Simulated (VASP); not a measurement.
# Pr (P6_3/mmc) in VASP: further runs

Aim: see how the results for Pr move with the level of theory and the settings. Levels: PBE, PBEsol+U, LDA. Tasks: single point, relaxation of cell and atoms.

Program: VASP 6.6.1. These are calculated values, not measurements. Logs are shortened: lines on timing, memory, paths and dates and some standing lists are left out, and cuts for length are marked.

## Step 1: The cell of the first run

The structure is hexagonal, space group P6_3/mmc (No. 194). The conventional cell has a = 3.669 Å, b = 3.669 Å, c = 5.920 Å, α = 90.00°, β = 90.00°, γ = 120.00°. Pr (site symmetry -6m2) has 12 Pr at 3.64 to 3.67 Å within 4.8 Å.

## Step 2: Single point, PBE

INCAR

```
PREC = Accurate
ENCUT = 520
EDIFF = 1E-6
ISMEAR = -1
SIGMA = 0.05
LREAL = False
LASPH = True
NELM = 100
ALGO = Normal
ISIF = 2
LWAVE = False
LCHARG = False
GGA = PE
NBANDS = 20
```

KPOINTS

```
Automatic mesh
0
Gamma
  8 8 5
```

POSCAR

```
Pr
1.0
    3.6690000000      0.0000000000      0.0000000000
   -1.8345000000      3.1774472065      0.0000000000
    0.0000000000      0.0000000000      5.9200000000
Pr
2
Direct
    0.6666666667      0.3333333333      0.7500000000
    0.3333333333      0.6666666667      0.2500000000
```

Potentials or basis: VASP PAW PBE potentials, release 64 (Pr).

Launch:

```bash
> cat potpaw_PBE.64/Pr/POTCAR > POTCAR
> mpirun -np 1 vasp_std > vasp.out
```

OUTCAR:

```text
PREC = Accurate
   ENCUT = 520
   EDIFF = 1E-6
   ISMEAR = -1
   LREAL = False
   LASPH = True
   NELM = 100
   ISIF = 2
   GGA = PE

 ion  position               nearest neighbor table
   1  0.667  0.333  0.750-
   2  0.333  0.667  0.250-

  LATTYP: Found a hexagonal cell.
 ALAT       =     3.6690000000
 C/A-ratio  =     1.6135186699

  Lattice vectors:

 A1 = (   3.6690000000,   0.0000000000,   0.0000000000)
 A2 = (  -1.8345000000,   3.1774472065,   0.0000000000)
 A3 = (   0.0000000000,   0.0000000000,   5.9200000000)

Analysis of symmetry for initial positions (statically):
=====================================================================
 Subroutine PRICEL returns:
 Original cell was already a primitive cell.

 Routine SETGRP: Setting up the symmetry group for a
 hexagonal supercell.

 Subroutine GETGRP returns: Found 24 space group operations
 (whereof 12 operations were pure point group operations)
 out of a pool of 24 trial point group operations.

The static configuration has the point symmetry D_3d.
 The point group associated with its full space group is D_6h.

Analysis of symmetry for dynamics (positions and initial velocities):
=====================================================================
 Subroutine PRICEL returns:
 Original cell was already a primitive cell.

 Routine SETGRP: Setting up the symmetry group for a
 hexagonal supercell.

 Subroutine GETGRP returns: Found 24 space group operations
 (whereof 12 operations were pure point group operations)
 out of a pool of 24 trial point group operations.

The dynamic configuration has the point symmetry D_3d.
 The point group associated with its full space group is D_6h.

 Subroutine INISYM returns: Found 24 space group operations
 (whereof 12 operations are pure point group operations),
 and found     1 'primitive' translations

----------------------------------------------------------------------------------------

                                     Primitive cell

  volume of cell :      69.0157

  direct lattice vectors                    reciprocal lattice vectors
[... 78 lines left out ...]
   PREC   = accura    normal or accurate (medium, high low for compatibility)
   ISTART =      0    job   : 0-new  1-cont  2-samecut
   ICHARG =      2    charge: 1-file 2-atom 10-const
   ISPIN  =      1    spin polarized calculation?
   LNONCOLLINEAR =      F non collinear calculations
   LSORBIT =      F    spin-orbit coupling
   LASPH  =      T    aspherical Exc in radial PAW
   ENCUT  =  520.0 eV  38.22 Ry    6.18 a.u.   6.82  6.82 11.01*2*pi/ulx,y,z
   NELM   =    100;   NELMIN=  2; NELMDL= -5     # of ELM steps
   EDIFF  = 0.1E-05   stopping-criterion for ELM
   LREAL  =      F    real-space projection
   EDIFFG = 0.1E-04   stopping-criterion for IOM
   NSW    =      0    number of steps for IOM
   IBRION =     -1    ionic relax: 0-MD 1-quasi-New 2-CG
   NFREE  =      0    steps in history (QN), initial steepest desc. (CG)
   ISIF   =      2    stress and relaxation
   ISYM   =      2    0-nonsym 1-usesym 2-fastsym
   POTIM  = 0.5000    time-step for ionic-motion
   TEBEG  =    0.0;   TEEND  =   0.0 temperature during run
   PSTRESS=    0.0 pullay stress
   NELECT =      26.0000    total number of electrons
   NUPDOWN=      -1.0000    fix difference up-down
   EMIN   =  10.00;   EMAX   =-10.00  energy-range for DOS
   EFERMI =   0.00;   METHOD = LEGACY
   ISMEAR =    -1;   SIGMA  =   0.05  broadening in eV -4-tet -1-fermi 0-gaus
   EFERMI_NEDOS =   21; number of points for ismear=-14 and -15
   IALGO  =     38    algorithm
   IMIX   =      4    mixing-type and parameters
     AMIX     =   0.40;   BMIX     =  1.00
     AMIX_MAG =   1.60;   BMIX_MAG =  1.00
  volume/ion in A,a.u.               =      34.51       232.87
  Fermi-wavevector in a.u.,A,eV,Ry     =   1.182361  2.234338 19.020633  1.397977
  Thomas-Fermi vector in A             =   2.318616
   LORBIT       =      0    0 simple, 1 ext, 2 COOP (PROOUT), +10 PAW based schemes
   GGA     = PE    functional components
   LHFCALC =     F    Hartree Fock is set to
   AEXX    =    0.0000 exact exchange contribution
   IVDW    =     0    specifies the selected vdW correction
   LEPSILON=     F    determine dielectric tensor
   LRPA    =     F    only Hartree local field effects (RPA)
 non-spin polarized calculation
  energy-cutoff  :      520.00
  volume of cell :       69.02
 maximum number of plane-waves:      1874
 NGX is ok and might be reduce to    28
   NGX = 13   NGY = 13   NGZ = 23

 number of electron      26.0000000 magnetization

 Free energy of the ion-electron system (eV)
  ---------------------------------------------------
  ext. energy  EPLUGINS =         0.00000000
  ---------------------------------------------------
  free energy    TOTEN  =        -9.73630290 eV

  energy without entropy =       -9.54414790  energy(sigma->0) =       -9.64022540

 E-fermi :   5.9275     XC(G=0):  -9.9897

 val. band max:        5.9180543405   @ k =   0.2500   0.2500   0.2000
 cond. band min:       5.9319767353   @ k =   0.3750   0.0000   0.2000
 fundamental gap:      0.0139223949
 Fermi energy:         5.9274839838

 k-point     1 :       0.0000    0.0000    0.0000
  band No.  band energies     occupation
      1     -29.9303      2.00000
      2     -29.7600      2.00000
      3     -12.5544      2.00000
      4     -11.4785      2.00000
      5     -11.4785      2.00000
      6     -11.3077      2.00000
[... 541 lines left out ...]
     19       6.1557      0.02061
     20       6.1809      0.01250

 [... further k-points ...]

------------------------ aborting loop because EDIFF is reached ----------------------------------------

  FORCE on cell =-STRESS in cart. coord.  units (eV):
  Direction    XX          YY          ZZ          XY          YZ          ZX
  --------------------------------------------------------------------------------------
  -------------------------------------------------------------------------------------
  Total       -2.6976930     -2.6976930     -2.4855154      0.0000000     -0.0000000      0.0000000
  in kB      -62.6260962    -62.6260962    -57.7004599      0.0000000     -0.0000000      0.0000000
  external PRESSURE =     -60.9842174 kB  Pullay stress =       0.0000000 kB

 VOLUME and BASIS-vectors are now :
 -----------------------------------------------------------------------------
  energy-cutoff  :      520.00
  volume of cell :       69.02
      direct lattice vectors                 reciprocal lattice vectors
     3.669000000  0.000000000  0.000000000     0.272553829  0.157359027  0.000000000
    -1.834500000  3.177447207  0.000000000     0.000000000  0.314718054  0.000000000
     0.000000000  0.000000000  5.920000000     0.000000000  0.000000000  0.168918919

 POSITION                                       TOTAL-FORCE (eV/Angst)
 -----------------------------------------------------------------------------------
      1.83450      1.05915      4.44000        -0.000000     -0.000000      0.000000
     -0.00000      2.11830      1.48000         0.000000      0.000000      0.000000
 -----------------------------------------------------------------------------------
    total drift:                               -0.000000      0.000000     -0.000000

  FREE ENERGIE OF THE ION-ELECTRON SYSTEM (eV)
  ---------------------------------------------------
  free  energy   TOTEN  =        -9.7363028964 eV

  energy  without entropy=       -9.5441479016  energy(sigma->0) =       -9.64022540
```

OSZICAR:

```text
N       E                     dE             d eps       ncg     rms          rms(c)
DAV:   1     0.313210950631E+03    0.31321E+03   -0.94247E+03  1232   0.251E+03
DAV:   2     0.389600970785E+02   -0.27425E+03   -0.27023E+03  1752   0.468E+02
DAV:   3    -0.982012697377E+01   -0.48780E+02   -0.47455E+02  2204   0.229E+02
DAV:   4    -0.155588385035E+02   -0.57387E+01   -0.55333E+01  2236   0.713E+01
[... 12 lines left out ...]
DAV:  86    -0.973629889005E+01   -0.11254E-05   -0.11155E-05   924   0.212E-03    0.842E-04
DAV:  87    -0.973629994956E+01   -0.10595E-05   -0.10757E-05   924   0.213E-03    0.869E-04
DAV:  88    -0.973630096927E+01   -0.10197E-05   -0.10392E-05   924   0.200E-03    0.895E-04
DAV:  89    -0.973630194492E+01   -0.97565E-06   -0.10062E-05   924   0.201E-03    0.937E-04
DAV:  90    -0.973630289642E+01   -0.95150E-06   -0.97555E-06   924   0.189E-03
   1 F= -.97363029E+01 E0= -.96402254E+01  d E =-.192155E+00
```

stdout:

```text
POSCAR found type information on POSCAR Pr
 POSCAR found :  1 types and       2 ions
 scaLAPACK will be used
 LDA part: xc-table for (Slater+PW92), standard interpolation
 POSCAR, INCAR and KPOINTS ok, starting setup
 FFT: planning ... GRIDC
 FFT: planning ... GRID_SOFT
 FFT: planning ... GRID
 WAVECAR not read
 entering main loop
```

Run time: 2.1 min. Hardware: 1 thread of Intel Xeon 6975P-C (Granite Rapids), shared host; peak memory 0.2 GiB.

Results:

```
Free energy            : -9.7363 eV
Pressure               : -6.1 GPa
Band gap on the k mesh : zero (band 13 reaches 6.03 eV, above the bottom of band 14 at 5.92 eV)
```

Levels at points of the mesh, in eV from the Fermi level:
```
           k point  band 9  band 10  band 11  band 12  band 13  band 14  band 15  band 16  band 17  band 18
(0.00, 0.00, 0.00)   -3.41    -1.65    -0.17    -0.09    -0.03     0.10     0.10     0.17     0.17     0.17
(0.50, 0.00, 0.00)   -1.37    -1.09    -0.97    -0.08     0.10     0.13     0.15     0.20     0.21     0.22
```

Caveat: spin-orbit coupling is left out, which moves the levels of the heavy elements. Spin polarisation is off, so any magnetic state and its effect on volume and gap are missing.

## Step 3: Single point, PBE, collinear spin, ferromagnetic start

INCAR

```
PREC = Accurate
ENCUT = 520
EDIFF = 1E-6
ISMEAR = -1
SIGMA = 0.05
LREAL = F
LASPH = T
NELM = 150
ALGO = Normal
ISIF = 2
LWAVE = F
LCHARG = F
ISPIN = 2
MAGMOM = 3.5 3.5
LORBIT = 11
LMAXMIX = 6
GGA = PE
NBANDS = 24
```

KPOINTS

```
regular mesh
0
Gamma
  8 8 5
```

POSCAR is that of step 2.

Potentials or basis: VASP PAW PBE potentials, release 64 (Pr).

Launch:

```bash
> cat potpaw_PBE.64/Pr/POTCAR > POTCAR
> mpirun -np 1 vasp_std > vasp.out
```

OUTCAR:

```text
PREC = Accurate
   ENCUT = 520
   EDIFF = 1E-6
   ISMEAR = -1
   LREAL = F
   LASPH = T
   NELM = 150
   ISIF = 2
   ISPIN = 2
   LORBIT = 11
   GGA = PE

 ion  position               nearest neighbor table
   1  0.667  0.333  0.750-
   2  0.333  0.667  0.250-

  LATTYP: Found a hexagonal cell.
 ALAT       =     3.6690000000
 C/A-ratio  =     1.6135186699

  Lattice vectors:

 A1 = (   3.6690000000,   0.0000000000,   0.0000000000)
 A2 = (  -1.8345000000,   3.1774472065,   0.0000000000)
 A3 = (   0.0000000000,   0.0000000000,   5.9200000000)

Analysis of symmetry for initial positions (statically):
=====================================================================
 Subroutine PRICEL returns:
 Original cell was already a primitive cell.

 Routine SETGRP: Setting up the symmetry group for a
 hexagonal supercell.

 Subroutine GETGRP returns: Found 24 space group operations
 (whereof 12 operations were pure point group operations)
[... 841 lines left out ...]

 k-point     1 :       0.0000    0.0000    0.0000
  band No.  band energies     occupation
      1     -28.9045      1.00000
      2     -28.7219      1.00000
      3     -11.8695      1.00000
      4     -10.6242      1.00000
      5     -10.6242      1.00000
      6     -10.5246      1.00000
[... 637 lines left out ...]
     23       7.9635      0.00000
     24       7.9931      0.00000

 [... further k-points ...]
[... 5 lines left out ...]
  --------------------------------------------------------------------------------------
  -------------------------------------------------------------------------------------
  Total       -0.4914322     -0.4914322     -0.2601575      0.0000000      0.0000000      0.0000000
  in kB      -11.4084441    -11.4084441     -6.0394750      0.0000000      0.0000000      0.0000000
  external PRESSURE =      -9.6187878 kB  Pullay stress =       0.0000000 kB

 VOLUME and BASIS-vectors are now :
 -----------------------------------------------------------------------------
  energy-cutoff  :      520.00
  volume of cell :       69.02
      direct lattice vectors                 reciprocal lattice vectors
     3.669000000  0.000000000  0.000000000     0.272553829  0.157359027  0.000000000
    -1.834500000  3.177447207  0.000000000     0.000000000  0.314718054  0.000000000
     0.000000000  0.000000000  5.920000000     0.000000000  0.000000000  0.168918919

 POSITION                                       TOTAL-FORCE (eV/Angst)
 -----------------------------------------------------------------------------------
      1.83450      1.05915      4.44000         0.000000      0.000000      0.000000
     -0.00000      2.11830      1.48000        -0.000000     -0.000000      0.000000
 -----------------------------------------------------------------------------------
    total drift:                               -0.000000      0.000000     -0.000000

  FREE ENERGIE OF THE ION-ELECTRON SYSTEM (eV)
  ---------------------------------------------------
  free  energy   TOTEN  =       -10.8469293294 eV

  energy  without entropy=      -10.6945298389  energy(sigma->0) =      -10.77072958

 total charge

# of ion       s       p       d       f       tot
--------------------------------------------------
    1        1.999   5.279   0.577   2.168  10.022
    2        1.999   5.279   0.577   2.168  10.022
--------------------------------------------------
tot          3.998  10.557   1.154   4.336  20.045

 magnetization (x)

# of ion       s       p       d       f       tot
--------------------------------------------------
    1       -0.007  -0.018   0.163   2.121   2.259
    2       -0.007  -0.018   0.163   2.121   2.259
--------------------------------------------------
tot         -0.014  -0.035   0.327   4.241   4.519
```

OSZICAR:

```text
N       E                     dE             d eps       ncg     rms          rms(c)
DAV:   1     0.307117708959E+03    0.30712E+03   -0.91198E+03  3000   0.210E+03
DAV:   2     0.363985522110E+02   -0.27072E+03   -0.26236E+03  3728   0.367E+02
[... 22 lines left out ...]
DAV:  25    -0.108475087771E+02   -0.81314E-03   -0.42591E-03  5336   0.616E-01    0.412E-01
DAV:  26    -0.108464207975E+02    0.10880E-02   -0.30308E-03  5552   0.487E-01    0.183E-01
DAV:  27    -0.108449293110E+02    0.14915E-02   -0.64223E-03  5272   0.590E-01    0.227E-01
DAV:  28    -0.108468480330E+02   -0.19187E-02   -0.64689E-04  5056   0.248E-01    0.105E-01
DAV:  29    -0.108469185938E+02   -0.70561E-04   -0.28082E-04  5248   0.166E-01    0.332E-02
DAV:  30    -0.108469302001E+02   -0.11606E-04   -0.46167E-05  5272   0.694E-02    0.364E-02
DAV:  31    -0.108469293294E+02    0.87065E-06   -0.89516E-06  3920   0.263E-02
   1 F= -.10846929E+02 E0= -.10770730E+02  d E =-.152399E+00  mag=     5.7373
```

It took 4.4 min on 1 thread of AMD EPYC 7R13 (Zen 3), shared host; peak memory 0.23 GiB.

What came out:

| Property | Result |
| --- | --- |
| Free energy | -10.8469 eV |
| Pressure | -1.0 GPa |
| Net moment | 5.74 μB per cell |
| Site moments | Pr +2.26 μB |
| Valence electrons inside the program's atomic spheres | Pr 10.02 |

Levels at points of the mesh, in eV from the Fermi level:
Spin up:
```csv
k point,band 14,band 15,band 16,band 17,band 18,band 19
"(0.00, 0.00, 0.00)",-0.03,0.02,0.02,0.07,0.07,0.08
"(0.50, 0.00, 0.00)",-0.11,-0.08,-0.01,0.05,0.12,0.13
```
Spin down:
```csv
k point,band 6,band 7,band 8,band 9,band 10,band 11,band 12,band 13,band 14,band 15
"(0.00, 0.00, 0.00)",-16.63,-16.54,-16.54,-3.15,-1.33,1.37,1.47,1.47,1.52,1.53
"(0.50, 0.00, 0.00)",-17.02,-16.96,-16.70,-1.12,-0.78,-0.73,1.28,1.29,1.41,1.45
```

Caveat: the magnetic or orbital state may not be the lowest; spin-orbit coupling is left out, which moves the levels of the heavy elements. The state reached can hang on the start; a lower one may exist.

## Step 4: Single point, PBEsol+U

INCAR

```
SYSTEM = Pr
  PREC = Accurate
  ENCUT = 520
  EDIFF = 1E-7
  ISMEAR = -1
  SIGMA = 0.05
  LREAL = .FALSE.
  LASPH = .TRUE.
  NELM = 150
  ALGO = Normal
  ISIF = 2
  LWAVE = .FALSE.
  LCHARG = .FALSE.
  LMAXMIX = 6
  LDAU = .TRUE.
  LDAUTYPE = 2
  LDAUL = 3
  LDAUU = 4
  LDAUJ = 0
  LDAUPRINT = 1
  GGA = PS
  NBANDS = 20
```

KPOINTS

```
regular mesh
0
G
  6 6 4
  0 0 0
```

POSCAR is that of step 3.

Launch:

```bash
> cat potpaw_PBE.64/Pr/POTCAR > POTCAR
> mpirun -np 1 vasp_std > vasp.out
```

It took 2.6 min on 1 thread of Intel Xeon 8259CL, shared host; peak memory 0.2 GiB.

It converged, with:

```
Free energy            : -4.5502 eV
Pressure               : -8.3 GPa
Band gap on the k mesh : zero (band 13 reaches 5.99 eV, above the bottom of band 14 at 5.74 eV)
```

Stress tensor (GPa, compression positive):
```
-8.03  0.00  0.00
 0.00 -8.03  0.00
 0.00  0.00 -8.88
```

Levels at points of the mesh, in eV from the Fermi level:
```
           k point  band 9  band 10  band 11  band 12  band 13  band 14  band 15  band 16  band 17  band 18
(0.00, 0.00, 0.00)   -3.55    -1.79    -0.11    -0.02    -0.02     0.05     0.05     0.15     0.16     0.31
(0.50, 0.00, 0.00)   -1.55    -1.26    -1.08    -0.16     0.02     0.13     0.22     0.24     0.30     0.53
(0.00, 0.00, 0.50)   -2.14    -2.14    -0.18    -0.18     0.03     0.03     0.03     0.03     0.29     0.29
(0.50, 0.00, 0.50)   -1.67    -1.67    -0.49    -0.49     0.09     0.09     0.18     0.18     0.37     0.37
```

Eigenvalues of the final occupation matrices:
| site | spin | trace | eigenvalues |
| --- | --- | --- | --- |
| site 1 f | 1 | 0.94 | 0.00 0.00 0.01 0.06 0.28 0.29 0.29 |
| site 1 f | 2 | 0.94 | 0.00 0.00 0.01 0.06 0.28 0.29 0.29 |
| site 2 f | 1 | 0.94 | 0.00 0.00 0.01 0.06 0.28 0.29 0.29 |
| site 2 f | 2 | 0.94 | 0.00 0.00 0.01 0.06 0.28 0.29 0.29 |

Caveat: the PAW data sets were made with another functional, which shifts forces and pressure a little; spin-orbit coupling is left out, which moves the levels of the heavy elements; U without spin polarisation on a metal has little footing. Spin polarisation is off, so any magnetic state and its effect on volume and gap are missing.

## Step 5: Single point, LDA, collinear spin, ferromagnetic start

This run uses another cell than the first one, of 19.59 Å³/atom, 0.568 times its volume.

INCAR

```
  PREC = Accurate
  ENCUT = 520
  EDIFF = 1E-6
  ISMEAR = -1
  SIGMA = 0.05
  LREAL = F
  LASPH = T
  NELM = 150
  ALGO = Fast
  ISIF = 2
  LWAVE = F
  LCHARG = F
  ISPIN = 2
  MAGMOM = 2 2
  LORBIT = 11
  LMAXMIX = 6
  GGA = CA
  NBANDS = 24
```

KPOINTS

```
regular mesh
0
Gamma
  6 6 4
```

POSCAR

```
Pr
1.0
    2.8260708853      0.0000000000      0.0000000000
   -1.4130354427      2.4474491796      0.0000000000
    0.0000000000      0.0000000000      5.6640974846
Pr
2
Direct
    0.6666666667      0.3333333333      0.7500000000
    0.3333333333      0.6666666667      0.2500000000
```

Launch:

```bash
> cat potpaw_PBE.64/Pr/POTCAR > POTCAR
> mpirun -np 1 vasp_std > vasp.out
```

It took 3.9 min on 1 thread of Oxide Virtual Turin-like, shared host; peak memory 0.14 GiB.

The run converged. Its results:

```
Free energy                                           : -12.7735 eV
Pressure                                              : -0.2 GPa
Net moment                                            : 0.44 μB per cell
Site moments                                          : Pr +0.20 μB
Valence electrons inside the program's atomic spheres : Pr 10.43
```

Stress tensor (GPa, compression positive):
```
-0.17  0.00  0.00
 0.00 -0.17  0.00
 0.00  0.00 -0.31
```

Levels at points of the mesh, in eV from the Fermi level:
Spin up:
```
           k point  band 10  band 11  band 12  band 13  band 14  band 15  band 16  band 17
(0.00, 0.00, 0.00)    -1.03    -0.86    -0.42    -0.23     0.31     0.31     0.31     0.46
(0.50, 0.00, 0.00)    -2.88    -1.83    -0.47    -0.37     0.06     0.17     0.22     0.27
(0.00, 0.00, 0.50)    -0.84    -0.43    -0.43     0.35     0.35     0.35     0.35     0.38
(0.50, 0.00, 0.50)    -2.95    -2.10    -2.10    -0.08    -0.08     0.24     0.24     0.32
```
Spin down:
```tsv
k point	band 11	band 12	band 13	band 14	band 15	band 16
(0.00, 0.00, 0.00)	-0.77	-0.35	-0.12	0.44	0.45	0.45
(0.50, 0.00, 0.00)	-1.80	-0.35	-0.26	0.16	0.28	0.36
(0.00, 0.00, 0.50)	-0.36	-0.36	0.47	0.47	0.49	0.49
(0.50, 0.00, 0.50)	-2.06	-2.06	0.04	0.04	0.38	0.38
```

Caveat: the k points lie up to 0.43 Å⁻¹ apart; the magnetic or orbital state may not be the lowest; the PAW data sets were made with another functional, which shifts forces and pressure a little; spin-orbit coupling is left out, which moves the levels of the heavy elements.

(Continued in part 2 of 2.)
